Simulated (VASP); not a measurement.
A run of VASP 6.6.1:

INCAR

```
PREC = Accurate ; ENCUT = 450
EDIFF = 1E-7 ; ISMEAR = 0
SIGMA = 0.1 ; LREAL = False
LASPH = True ; NELM = 120
ALGO = Normal ; ISIF = 2
LWAVE = False ; LCHARG = False
LDIPOL = True ; IDIPOL = 3
DIPOL = 0.5 0.5 0.500 ; GGA = PE
IBRION = 2 ; NSW = 80
EDIFFG = -0.02 ; GGA_COMPAT = False
NELMIN = 4 ; NELMDL = -8
```

Contents of KPOINTS:

```
Automatic mesh
0
Gamma
  9 9 1
```

Contents of POSCAR:

```
K
1.0
    4.7194416916      0.0000000000      0.0000000000
   -2.3597208458      4.0871563966      0.0000000000
    0.0000000000      0.0000000000     30.3087030363
K
5
Direct
    0.0000000000      0.0000000000      0.2474536766
    0.6666666667      0.3333333333      0.3737368046
    0.3333333333      0.6666666667      0.5000199326
    0.6666666667      0.3333333333      0.6262631954
    0.3333333333      0.6666666667      0.7525463234
```

Potentials or basis: VASP PAW PBE potentials, release 64 (K_sv).

Command:

```bash
$ cat potpaw_PBE.64/K_sv/POTCAR > POTCAR
$ mpirun -np 1 vasp_std > vasp.out
```

Hardware: 1 thread of Oxide Virtual Turin-like Processor, with other jobs on the host.

Task: How long does it take, and how much memory?

Result: Run time: 4.7 min on 1 thread of Oxide Virtual Turin-like Processor, with other jobs on the host, peak memory 0.59 GiB. Counts: scf iterations 28, k points 12, ion steps 1.
